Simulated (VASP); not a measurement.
# In3TeMo3 (P6_3/m) in VASP: single point with PBE

Aim: the single point of In3TeMo3 with PBE.

All numbers are computed with VASP 6.6.1; they aren't measurements. Logs are shortened: lines on timing, memory, paths and dates and some standing lists are left out, and cuts for length are marked.

**1. The cell of the first run**

Symmetry: P6_3/m, No. 176, hexagonal system. The conventional cell has a = 9.177 Å, b = 9.177 Å, c = 4.500 Å, α = 90.00°, β = 90.00°, γ = 120.00°. Within 4.3 Å of In (site symmetry m) lie 3 Te at 3.02 to 3.50 Å and 5 Mo at 3.03 to 4.14 Å and 6 In at 3.09 to 4.21 Å. Within 4.1 Å of Te (site symmetry -6) lie 9 In at 3.02 to 3.50 Å and 3 Mo at 4.06 Å. Within 3.4 Å of Mo (site symmetry m) lie 6 Mo at 2.59 to 2.70 Å and 4 In at 3.03 to 3.15 Å.

**2. Single point, PBE**

The input, INCAR:

```
SYSTEM = In3TeMo3
PREC     = Accurate       ! precision mode
ENCUT    = 520            ! plane-wave cutoff, eV
EDIFF    = 1E-6           ! SCF threshold, eV
ISMEAR   = 0              ! smearing method
SIGMA    = 0.1            ! smearing width, eV
LREAL    = .FALSE.        ! projectors in reciprocal space
LASPH    = .TRUE.         ! aspherical terms in the spheres
NELM     = 80             ! most SCF steps
ALGO     = Fast           ! electronic algorithm
ISIF     = 2              ! what is computed and relaxed
LWAVE    = .FALSE.        ! write WAVECAR
LCHARG   = .FALSE.        ! write CHGCAR
GGA      = PE             ! functional
NBANDS   = 100            ! bands
KPAR     = 4
```

The input, KPOINTS:

```
Automatic mesh
0
G
  6 6 8
  0 0 0
```

The input, POSCAR:

```
In3TeMo3
1.0
    9.1769855650      0.0000000000      0.0000000000
   -4.5884927825      7.9475026295      0.0000000000
    0.0000000000      0.0000000000      4.5003617225
In Te Mo
6 2 6
Direct
    0.3752230976      0.9770904825      0.2500000000
    0.6018673850      0.6247769024      0.2500000000
    0.6247769024      0.0229095175      0.7500000000
    0.3981326150      0.3752230976      0.7500000000
    0.0229095175      0.3981326150      0.2500000000
    0.9770904825      0.6018673850      0.7500000000
    0.3333333333      0.6666666667      0.7500000000
    0.6666666667      0.3333333333      0.2500000000
    0.8376374416      0.0017332485      0.2500000000
    0.9982667515      0.8359041931      0.2500000000
    0.1640958069      0.1623625584      0.2500000000
    0.0017332485      0.1640958069      0.7500000000
    0.8359041931      0.8376374416      0.7500000000
    0.1623625584      0.9982667515      0.7500000000
```

Potentials or basis: VASP PAW PBE potentials, release 64 (In_d, Te, Mo_sv).

Started as:

```
$ cat potpaw_PBE.64/In_d/POTCAR potpaw_PBE.64/Te/POTCAR potpaw_PBE.64/Mo_sv/POTCAR > POTCAR
$ mpirun -np 4 vasp_std > vasp.out
```

OUTCAR:

```text
SYSTEM = In3TeMo3
   PREC = Accurate
   ENCUT = 520
   EDIFF = 1E-6
   ISMEAR = 0
   LREAL = .FALSE.
   LASPH = .TRUE.
   NELM = 80
   ISIF = 2
   GGA = PE

 ion  position               nearest neighbor table
   1  0.375  0.977  0.250-   8 3.02  10 3.03  14 3.05  14 3.05   3 3.09   3 3.09  11 3.15   7 3.50
                             7 3.50
   2  0.602  0.625  0.250-   8 3.02   9 3.03  13 3.05  13 3.05   4 3.09   4 3.09  10 3.15   7 3.50
                             7 3.50
   3  0.625  0.023  0.750-   7 3.02  12 3.03   9 3.05   9 3.05   1 3.09   1 3.09  13 3.15   8 3.50
                             8 3.50
   4  0.398  0.375  0.750-   7 3.02  14 3.03  11 3.05  11 3.05   2 3.09   2 3.09  12 3.15   8 3.50
                             8 3.50
   5  0.023  0.398  0.250-   8 3.02  11 3.03  12 3.05  12 3.05   6 3.09   6 3.09   9 3.15   7 3.50
                             7 3.50
   6  0.977  0.602  0.750-   7 3.02  13 3.03  10 3.05  10 3.05   5 3.09   5 3.09  14 3.15   8 3.50
                             8 3.50
   7  0.333  0.667  0.750-   6 3.02   4 3.02   3 3.02   1 3.50   1 3.50   5 3.50   5 3.50   2 3.50
                             2 3.50
   8  0.667  0.333  0.250-   5 3.02   2 3.02   1 3.02   3 3.50   3 3.50   6 3.50   6 3.50   4 3.50
                             4 3.50
   9  0.838  0.002  0.250-  11 2.59  10 2.59  12 2.70  12 2.70  13 2.70  13 2.70   2 3.03   3 3.05
                             3 3.05   5 3.15
  10  0.998  0.836  0.250-   9 2.59  11 2.59  13 2.70  13 2.70  14 2.70  14 2.70   1 3.03   6 3.05
                             6 3.05   2 3.15
  11  0.164  0.162  0.250-   9 2.59  10 2.59  12 2.70  12 2.70  14 2.70  14 2.70   5 3.03   4 3.05
                             4 3.05   1 3.15
  12  0.002  0.164  0.750-  14 2.59  13 2.59  11 2.70  11 2.70   9 2.70   9 2.70   3 3.03   5 3.05
                             5 3.05   4 3.15
  13  0.836  0.838  0.750-  14 2.59  12 2.59  10 2.70  10 2.70   9 2.70   9 2.70   6 3.03   2 3.05
                             2 3.05   3 3.15
  14  0.162  0.998  0.750-  13 2.59  12 2.59  10 2.70  10 2.70  11 2.70  11 2.70   4 3.03   1 3.05
                             1 3.05   6 3.15

  LATTYP: Found a hexagonal cell.
 ALAT       =     9.1769855650
 C/A-ratio  =     0.4903965132

  Lattice vectors:

 A1 = (   9.1769855650,   0.0000000000,   0.0000000000)
 A2 = (  -4.5884927825,   7.9475026295,   0.0000000000)
 A3 = (   0.0000000000,   0.0000000000,   4.5003617225)

Analysis of symmetry for initial positions (statically):
=====================================================================
 Subroutine PRICEL returns:
 Original cell was already a primitive cell.

 Routine SETGRP: Setting up the symmetry group for a
 hexagonal supercell.

 Subroutine GETGRP returns: Found 12 space group operations
 (whereof  6 operations were pure point group operations)
 out of a pool of 24 trial point group operations.

The static configuration has the point symmetry S_6 .
 The point group associated with its full space group is C_6h.

Analysis of symmetry for dynamics (positions and initial velocities):
=====================================================================
 Subroutine PRICEL returns:
 Original cell was already a primitive cell.

 Routine SETGRP: Setting up the symmetry group for a
 hexagonal supercell.

 Subroutine GETGRP returns: Found 12 space group operations
 (whereof  6 operations were pure point group operations)
 out of a pool of 24 trial point group operations.

The dynamic configuration has the point symmetry S_6 .
 The point group associated with its full space group is C_6h.

 Subroutine INISYM returns: Found 12 space group operations
 (whereof  6 operations are pure point group operations),
 and found     1 'primitive' translations

----------------------------------------------------------------------------------------

                                     Primitive cell

  volume of cell :     328.2299

  direct lattice vectors                    reciprocal lattice vectors
     9.176985565  0.000000000  0.000000000     0.108968244  0.062912845  0.000000000
    -4.588492783  7.947502629  0.000000000     0.000000000  0.125825690  0.000000000
     0.000000000  0.000000000  4.500361723     0.000000000  0.000000000  0.222204361

  length of vectors
     9.176985565  9.176985565  4.500361723     0.125825690  0.125825690  0.222204361

  position of ions in fractional coordinates (direct lattice)
     0.375223098  0.977090483  0.250000000
     0.601867385  0.624776902  0.250000000
     0.624776902  0.022909517  0.750000000
     0.398132615  0.375223098  0.750000000
     0.022909517  0.398132615  0.250000000
     0.977090483  0.601867385  0.750000000
     0.333333333  0.666666667  0.750000000
     0.666666667  0.333333333  0.250000000
     0.837637442  0.001733249  0.250000000
     0.998266751  0.835904193  0.250000000
     0.164095807  0.162362558  0.250000000
     0.001733249  0.164095807  0.750000000
     0.835904193  0.837637442  0.750000000
     0.162362558  0.998266751  0.750000000

  ion indices of the primitive-cell ions
   primitive index   ion index
                 1           1
                 2           2
                 3           3
                 4           4
                 5           5
                 6           6
                 7           7
                 8           8
                 9           9
                10          10
                11          11
                12          12
                13          13
                14          14

----------------------------------------------------------------------------------------

 KPOINTS: Automatic mesh

Automatic generation of k-mesh.
 Grid dimensions read from file:
 generate k-points for:    6    6    8

 Generating k-lattice:

  Cartesian coordinates                     Fractional coordinates (reciprocal lattice)
     0.018161374  0.010485474  0.000000000     0.166666667  0.000000000  0.000000000
     0.000000000  0.020970948  0.000000000     0.000000000  0.166666667  0.000000000
     0.000000000  0.000000000  0.027775545     0.000000000  0.000000000  0.125000000

  Length of vectors
     0.020970948  0.020970948  0.027775545

  Shift w.r.t. Gamma in fractional coordinates (k-lattice)
     0.000000000  0.000000000  0.000000000

 Subroutine IBZKPT returns following result:
 ===========================================

 Found     40 irreducible k-points:

 Following reciprocal coordinates:
            Coordinates               Weight
  0.000000  0.000000  0.000000      1.000000
  0.166667 -0.000000  0.000000      6.000000
  0.333333  0.000000  0.000000      6.000000
  0.500000 -0.000000  0.000000      3.000000
  0.166667  0.166667  0.000000      6.000000
  0.333333  0.166667  0.000000      6.000000
[... 16 lines left out ...]
 -0.333333  0.500000 -0.250000     12.000000
  0.333333  0.333333  0.250000      4.000000
 [... further k-points ...]
   k-points           NKPTS =     40   k-points in BZ     NKDIM =     40   number of bands    NBANDS=    100
   number of dos      NEDOS =    301   number of ions     NIONS =     14
   total plane-waves  NPLWV = 176400
   dimension x,y,z NGX =    70 NGY =   70 NGZ =   36
   dimension x,y,z NGXF=   140 NGYF=  140 NGZF=   72
   ions per type =               6   2   6
   NGX,Y,Z   is equivalent  to a cutoff of  12.68, 12.68, 13.30 a.u.
   NGXF,Y,Z  is equivalent  to a cutoff of  25.36, 25.36, 26.60 a.u.
 SYSTEM =  In3TeMo3
   PREC   = accura    normal or accurate (medium, high low for compatibility)
   ISTART =      0    job   : 0-new  1-cont  2-samecut
   ICHARG =      2    charge: 1-file 2-atom 10-const
   ISPIN  =      1    spin polarized calculation?
   LNONCOLLINEAR =      F non collinear calculations
   LSORBIT =      F    spin-orbit coupling
   LASPH  =      T    aspherical Exc in radial PAW
   ENCUT  =  520.0 eV  38.22 Ry    6.18 a.u.  17.06 17.06  8.37*2*pi/ulx,y,z
   NELM   =     80;   NELMIN=  2; NELMDL= -5     # of ELM steps
   EDIFF  = 0.1E-05   stopping-criterion for ELM
   LREAL  =      F    real-space projection
   EDIFFG = 0.1E-04   stopping-criterion for IOM
   NSW    =      0    number of steps for IOM
   IBRION =     -1    ionic relax: 0-MD 1-quasi-New 2-CG
   NFREE  =      0    steps in history (QN), initial steepest desc. (CG)
   ISIF   =      2    stress and relaxation
   ISYM   =      2    0-nonsym 1-usesym 2-fastsym
   POTIM  = 0.5000    time-step for ionic-motion
   TEBEG  =    0.0;   TEEND  =   0.0 temperature during run
   PSTRESS=    0.0 pullay stress
   NELECT =     174.0000    total number of electrons
   NUPDOWN=      -1.0000    fix difference up-down
   EMIN   =  10.00;   EMAX   =-10.00  energy-range for DOS
   EFERMI =   0.00;   METHOD = LEGACY
   ISMEAR =     0;   SIGMA  =   0.10  broadening in eV -4-tet -1-fermi 0-gaus
   EFERMI_NEDOS =   21; number of points for ismear=-14 and -15
   IALGO  =     68    algorithm
   IMIX   =      4    mixing-type and parameters
     AMIX     =   0.40;   BMIX     =  1.00
     AMIX_MAG =   1.60;   BMIX_MAG =  1.00
  volume/ion in A,a.u.               =      23.44       158.21
  Fermi-wavevector in a.u.,A,eV,Ry     =   1.324947  2.503787 23.884820  1.755485
  Thomas-Fermi vector in A             =   2.454444
   LORBIT       =      0    0 simple, 1 ext, 2 COOP (PROOUT), +10 PAW based schemes
   GGA     = PE    functional components
   LHFCALC =     F    Hartree Fock is set to
   AEXX    =    0.0000 exact exchange contribution
   IVDW    =     0    specifies the selected vdW correction
   LEPSILON=     F    determine dielectric tensor
   LRPA    =     F    only Hartree local field effects (RPA)
 non-spin polarized calculation
 RMM-DIIS sequential band-by-band and
 Gauss-broadening in eV      SIGMA  =   0.10
  energy-cutoff  :      520.00
  volume of cell :      328.23
 maximum number of plane-waves:      8886
 NGX is ok and might be reduce to    70
   NGX = 35   NGY = 35   NGZ = 17

 number of electron     174.0000035 magnetization

 Free energy of the ion-electron system (eV)
  ---------------------------------------------------
  ext. energy  EPLUGINS =         0.00000000
  ---------------------------------------------------
  free energy    TOTEN  =       -82.24328833 eV

  energy without entropy =      -82.19088263  energy(sigma->0) =      -82.21708548

 E-fermi :   8.2367     XC(G=0): -10.7756

 val. band max:        8.2284736397   @ k =   0.3333   0.1667   0.0000
 cond. band min:       8.2371578037   @ k =   0.3333   0.0000   0.3750
 fundamental gap:      0.0086841640
 Fermi energy:         8.2367368822

 k-point     1 :       0.0000    0.0000    0.0000
  band No.  band energies     occupation
      1     -52.8296      2.00000
      2     -52.6173      2.00000
      3     -52.6173      2.00000
      4     -52.5749      2.00000
      5     -52.4912      2.00000
      6     -52.4912      2.00000
[... 91 lines left out ...]
     98      10.0539      0.00000
     99      10.2240      0.00000

 k-point     2 :       0.1667   -0.0000    0.0000
  band No.  band energies     occupation
      1     -52.8296      2.00000
      2     -52.6173      2.00000
      3     -52.6173      2.00000
      4     -52.5749      2.00000
      5     -52.4912      2.00000
      6     -52.4912      2.00000
[... 2335 lines left out ...]
     98       9.7452      0.00000
     99      10.2844      0.00000

 [... further k-points ...]

 [bands above 99 left out]

------------------------ aborting loop because EDIFF is reached ----------------------------------------

  FORCE on cell =-STRESS in cart. coord.  units (eV):
  Direction    XX          YY          ZZ          XY          YZ          ZX
  --------------------------------------------------------------------------------------
  -------------------------------------------------------------------------------------
  Total        0.2524105      0.2524105      0.3039897     -0.0000009      0.0000000      0.0000000
  in kB        1.2320828      1.2320828      1.4838546     -0.0000044      0.0000000      0.0000000
  external PRESSURE =       1.3160067 kB  Pullay stress =       0.0000000 kB

 VOLUME and BASIS-vectors are now :
 -----------------------------------------------------------------------------
  energy-cutoff  :      520.00
  volume of cell :      328.23
      direct lattice vectors                 reciprocal lattice vectors
     9.176985565  0.000000000  0.000000000     0.108968244  0.062912845  0.000000000
    -4.588492783  7.947502629  0.000000000     0.000000000  0.125825690  0.000000000
     0.000000000  0.000000000  4.500361723     0.000000000  0.000000000  0.222204361

 POSITION                                       TOTAL-FORCE (eV/Angst)
 -----------------------------------------------------------------------------------
     -1.03996      7.76543      1.12509         0.008675     -0.000718      0.000000
      2.65654      4.96542      1.12509        -0.004959     -0.007154      0.000000
      5.62845      0.18207      3.37527        -0.008675      0.000718      0.000000
      1.93195      2.98209      3.37527         0.004959      0.007154     -0.000000
     -1.61659      3.16416      1.12509        -0.003716      0.007871     -0.000000
      6.20508      4.78334      3.37527         0.003716     -0.007871      0.000000
     -0.00000      5.29834      3.37527        -0.000000      0.000000     -0.000000
      4.58849      2.64917      1.12509         0.000000      0.000000     -0.000000
      7.67903      0.01377      1.12509        -0.037748      0.002046      0.000000
      5.32554      6.64335      1.12509         0.017102     -0.033714     -0.000000
      0.76091      1.29038      1.12509         0.020646      0.031668      0.000000
     -0.73705      1.30415      3.37527        -0.017102      0.033714     -0.000000
      3.82759      6.65713      3.37527        -0.020646     -0.031668     -0.000000
     -3.09054      7.93373      3.37527         0.037748     -0.002046      0.000000
 -----------------------------------------------------------------------------------
    total drift:                               -0.000002      0.000001      0.000000

  FREE ENERGIE OF THE ION-ELECTRON SYSTEM (eV)
  ---------------------------------------------------
  free  energy   TOTEN  =       -82.2432883335 eV

  energy  without entropy=      -82.1908826313  energy(sigma->0) =      -82.21708548
```

Wall time 28 min (4 MPI ranks of AMD EPYC 7R43 (Zen 3), shared host); peak memory 1.1 GiB.

Results:

```yaml
Free_energy: -82.2433 eV
Pressure: 0.1 GPa
Largest_force: 0.038 eV/Å
Band_gap_on_the_k_mesh: zero (bands 87 and 88 overlap by 0.46 eV)
```

Forces in eV/Å, atoms in the order of the input:
```
In   0.009 -0.001  0.000
In  -0.005 -0.007  0.000
In  -0.009  0.001  0.000
In   0.005  0.007  0.000
In  -0.004  0.008  0.000
In   0.004 -0.008  0.000
Te   0.000  0.000  0.000
Te   0.000  0.000  0.000
Mo  -0.038  0.002  0.000
Mo   0.017 -0.034  0.000
Mo   0.021  0.032  0.000
Mo  -0.017  0.034  0.000
Mo  -0.021 -0.032  0.000
Mo   0.038 -0.002  0.000
```

Caveat: spin-orbit coupling is left out, which moves the levels of the heavy elements.
